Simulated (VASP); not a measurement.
# H2CO in VASP: notebook, part 2 of 2

VASP 6.6.1.

**3. Single point, PBE**

INCAR

```
ALGO     = Normal         # electronic algorithm
EDIFF    = 1E-6           # SCF threshold, eV
ENCUT    = 520            # plane-wave cutoff, eV
GGA      = PE             # functional
ISIF     = 2              # what is computed and relaxed
ISMEAR   = -1             # smearing method
LASPH    = T              # aspherical terms in the spheres
LCHARG   = T              # write CHGCAR
LELF     = T              # ELF
LREAL    = Auto         
LVHAR    = T            
LWAVE    = F              # write WAVECAR
NBANDS   = 54             # bands
NELM     = 100            # most SCF steps
PREC     = Accurate       # precision mode
SIGMA    = 0.05           # smearing width, eV
```

KPOINTS

```
k-points
0
Gamma
  1 1 1
```

POSCAR

```
H2CO
1.0
    7.8068320000      0.0000000000      0.0000000000
    0.0000000000      7.8068320000      0.0000000000
    0.0000000000      0.0000000000      7.8068320000
O C H
6 6 12
Direct
    0.2428385804      0.2614761020      0.5238744730
    0.5066075458      0.7831345673      0.3703038569
   -0.0958519410      0.0497641041      0.9541258221
    0.5780449739      0.6283470683      0.8767064540
    0.8270320150      0.3903119729      0.3796290224
    0.4765441347      0.0061996979      0.8920647966
    0.1980188635      0.3101642254      0.3853163486
    0.6103372021      0.7380714738      0.2608228280
    0.0367114343      0.0603189616      0.8691873989
    0.5250401187      0.4987810677      0.8162978273
    0.7652143661      0.2518435135      0.4155462805
    0.5478790885     -0.0372878525      0.7595654678
    0.2354219996      0.4367328514      0.3277898128
    0.1152964480      0.2287739764      0.2982772013
    0.6278090780      0.8221260557      0.1438995997
    0.7040628004      0.6292181002      0.2735680747
    0.0566170759      0.0042911132      0.7448219713
    0.1533656674      0.1166286145      0.9178114759
    0.5631477660      0.4746355500      0.6828506108
    0.4384621060      0.4049529950      0.8815996040
    0.6491237419      0.2423133993      0.4984224075
    0.8190133975      0.1269016677      0.3730322364
    0.5356846414      0.0317926657      0.6408105106
    0.6077753434     -0.1612177641      0.7445401669
```

Potentials or basis: VASP PAW PBE potentials, release 64 (O, C, H).

On the command line:

```bash
$ cat potpaw_PBE.64/O/POTCAR potpaw_PBE.64/C/POTCAR potpaw_PBE.64/H/POTCAR > POTCAR
$ mpirun -np 1 vasp_gam > vasp.out
```

OUTCAR:

```text
EDIFF = 1E-6
   ENCUT = 520
   GGA = PE
   ISIF = 2
   ISMEAR = -1
   LASPH = T
   LREAL = Auto
   NELM = 100
   PREC = Accurate

 ion  position               nearest neighbor table
   1  0.243  0.261  0.524-   7 1.20
   2  0.507  0.783  0.370-   8 1.23
   3  0.904  0.050  0.954-   9 1.23
   4  0.578  0.628  0.877-  10 1.19
   5  0.827  0.390  0.380-  11 1.22
   6  0.477  0.006  0.892-  12 1.22
   7  0.198  0.310  0.385-  13 1.12  14 1.13   1 1.20
   8  0.610  0.738  0.261-  16 1.13  15 1.13   2 1.23
   9  0.037  0.060  0.869-  17 1.08  18 1.08   3 1.23
  10  0.525  0.499  0.816-  19 1.10  20 1.12   4 1.19
  11  0.765  0.252  0.416-  22 1.11  21 1.12   5 1.22
  12  0.548  0.963  0.760-  23 1.08  24 1.08   6 1.22
  13  0.235  0.437  0.328-   7 1.12
  14  0.115  0.229  0.298-   7 1.13
  15  0.628  0.822  0.144-   8 1.13
  16  0.704  0.629  0.274-   8 1.13
  17  0.057  0.004  0.745-   9 1.08
  18  0.153  0.117  0.918-   9 1.08
  19  0.563  0.475  0.683-  10 1.10
  20  0.438  0.405  0.882-  10 1.12
  21  0.649  0.242  0.498-  11 1.12
  22  0.819  0.127  0.373-  11 1.11
  23  0.536  0.032  0.641-  12 1.08
  24  0.608  0.839  0.745-  12 1.08

  LATTYP: Found a simple cubic cell.
 ALAT       =     7.8068320000

  Lattice vectors:

 A1 = (   7.8068320000,   0.0000000000,   0.0000000000)
 A2 = (   0.0000000000,   7.8068320000,   0.0000000000)
 A3 = (   0.0000000000,   0.0000000000,   7.8068320000)

Analysis of symmetry for initial positions (statically):
=====================================================================
 Subroutine PRICEL returns:
 Original cell was already a primitive cell.

 Routine SETGRP: Setting up the symmetry group for a
 simple cubic supercell.

[... 156 lines left out ...]
   IMIX   =      4    mixing-type and parameters
     AMIX     =   0.40;   BMIX     =  1.00
     AMIX_MAG =   1.60;   BMIX_MAG =  1.00
  volume/ion in A,a.u.               =      19.83       133.79
  Fermi-wavevector in a.u.,A,eV,Ry     =   0.872390  1.648579 10.354916  0.761065
  Thomas-Fermi vector in A             =   1.991633
   LORBIT       =      0    0 simple, 1 ext, 2 COOP (PROOUT), +10 PAW based schemes
   GGA     = PE    functional components
   LHFCALC =     F    Hartree Fock is set to
   AEXX    =    0.0000 exact exchange contribution
   IVDW    =     0    specifies the selected vdW correction
   LEPSILON=     F    determine dielectric tensor
   LRPA    =     F    only Hartree local field effects (RPA)
 non-spin polarized calculation
  energy-cutoff  :      520.00
  volume of cell :      475.80
 maximum number of plane-waves:      6447
 NGX is ok and might be reduce to    60
   NGX = 29   NGY = 29   NGZ = 29

 number of electron      72.0000002 magnetization

 Free energy of the ion-electron system (eV)
  ---------------------------------------------------
  ext. energy  EPLUGINS =         0.00000000
  ---------------------------------------------------
  free energy    TOTEN  =      -133.06929096 eV

  energy without entropy =     -133.06929096  energy(sigma->0) =     -133.06929096

 E-fermi :  -2.1565     XC(G=0):  -5.1044

 val. band max:       -3.3757018208   @ k =   0.0000   0.0000   0.0000
 cond. band min:      -0.9465568872   @ k =   0.0000   0.0000   0.0000
 fundamental gap:      2.4291449337
 Fermi energy:        -2.1564729967

 k-point     1 :       0.0000    0.0000    0.0000
  band No.  band energies     occupation
      1     -24.9378      2.00000
      2     -24.8910      2.00000
      3     -24.7883      2.00000
      4     -24.2085      2.00000
      5     -23.9014      2.00000
      6     -23.8877      2.00000
[... 40 lines left out ...]
     47       3.2231      0.00000
     48       3.4191      0.00000
 [bands above 48 left out]

------------------------ aborting loop because EDIFF is reached ----------------------------------------

  FORCE on cell =-STRESS in cart. coord.  units (eV):
  Direction    XX          YY          ZZ          XY          YZ          ZX
  --------------------------------------------------------------------------------------
  -------------------------------------------------------------------------------------
  Total       -0.6050275      4.4806156      3.5655222      0.5361102      0.7693051      2.2445223
  in kB       -2.0373293     15.0877253     12.0063009      1.8052615      2.5905066      7.5580543
  external PRESSURE =       8.3522323 kB  Pullay stress =       0.0000000 kB

 VOLUME and BASIS-vectors are now :
 -----------------------------------------------------------------------------
  energy-cutoff  :      520.00
  volume of cell :      475.80
      direct lattice vectors                 reciprocal lattice vectors
     7.806832000  0.000000000  0.000000000     0.128092932  0.000000000  0.000000000
     0.000000000  7.806832000  0.000000000     0.000000000  0.128092932  0.000000000
     0.000000000  0.000000000  7.806832000     0.000000000  0.000000000  0.128092932

 POSITION                                       TOTAL-FORCE (eV/Angst)
 -----------------------------------------------------------------------------------
      1.89580      2.04130      4.08980         0.516074     -0.283471      1.434251
      3.95500      6.11380      2.89090         0.317759     -0.731316     -0.095944
      7.05853      0.38850      7.44870         0.633154      0.164085     -0.714376
      4.51270      4.90540      6.84430         0.612446      1.501073      1.993137
      6.45650      3.04710      2.96370         0.205862     -0.080292     -0.058537
      3.72030      0.04840      6.96420         0.143067      0.264112      0.025096
[... 16 lines left out ...]
      4.18200      0.24820      5.00270        -0.104627      1.121465     -0.852764
      4.74480      6.54823      5.81250         0.665659     -0.473171      0.199666
 -----------------------------------------------------------------------------------
    total drift:                               -0.008306      0.020525      0.009394

  FREE ENERGIE OF THE ION-ELECTRON SYSTEM (eV)
  ---------------------------------------------------
  free  energy   TOTEN  =      -133.0692909554 eV

  energy  without entropy=     -133.0692909553  energy(sigma->0) =     -133.06929096
```

Wall time 61 s (1 thread of Intel Xeon Platinum 8259CL at 2.50GHz (Skylake/Cascade Lake), shared host); peak memory 0.47 GiB.

What came out:

```yaml
Free_energy: -133.0693 eV
Pressure: 0.8 GPa
Largest_force: 2.569 eV/Å
```

Forces in eV/Å, atoms in the order of the input:
```
O    0.516 -0.283  1.434
O    0.318 -0.731 -0.096
O    0.633  0.164 -0.714
O    0.612  1.501  1.993
O    0.206 -0.080 -0.059
O    0.143  0.264  0.025
C   -0.733  0.184 -2.020
C    0.361  1.348 -0.348
C   -0.915 -0.328  1.302
C   -0.607 -1.605 -1.316
C   -0.308 -0.060  0.316
C   -0.808 -0.328  0.485
H    0.029 -0.096  0.292
H    0.262  0.197  0.275
H   -0.119 -0.517  0.276
H   -0.606  0.053  0.179
H   -0.380 -0.502 -1.208
H    0.760  0.663  0.590
H   -0.170 -0.703 -0.505
H    0.136  0.129  0.027
H   -0.059  0.022 -0.105
H    0.166  0.060 -0.171
H   -0.105  1.121 -0.853
H    0.666 -0.473  0.200
```

Caveat: the k points lie up to 0.80 Å⁻¹ apart, too coarse for converged energies, forces and pressures.
